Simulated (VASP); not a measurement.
Crystal: AlPt.

```
Al Pt
1.0
     3.09155    0.00000    0.00000
     0.00000    3.09155    0.00000
     0.00000    0.00000    3.09155
Al Pt
1 1
Direct
  0.00000 0.00000 0.00000
  0.50000 0.50000 0.50000
```

Program: VASP 6.6.1. Alike in all runs: task single point; level r2SCAN; potentials or basis VASP PAW PBE potentials, release 64 (Al, Pt); spin collinear; cell as given; k mesh 11 × 11 × 11; cutoff (eV) 520; smearing fermi-dirac 0.05 eV.

**Question.** Order these runs on this cell by their pressure, lowest first.
A. fixed moment (μB) 0.5
B. fixed moment (μB) 1.0
C. fixed moment (μB) 1.4

**Answer.** A (-4.5 GPa), B (-2.3 GPa), C (1.8 GPa).

Caveats: the PAW data sets were made with another functional, which shifts forces and pressure a little; the total moment is fixed, so each spin has its own Fermi level and the state may be an excited one; the cell stands under tension (at least some runs).
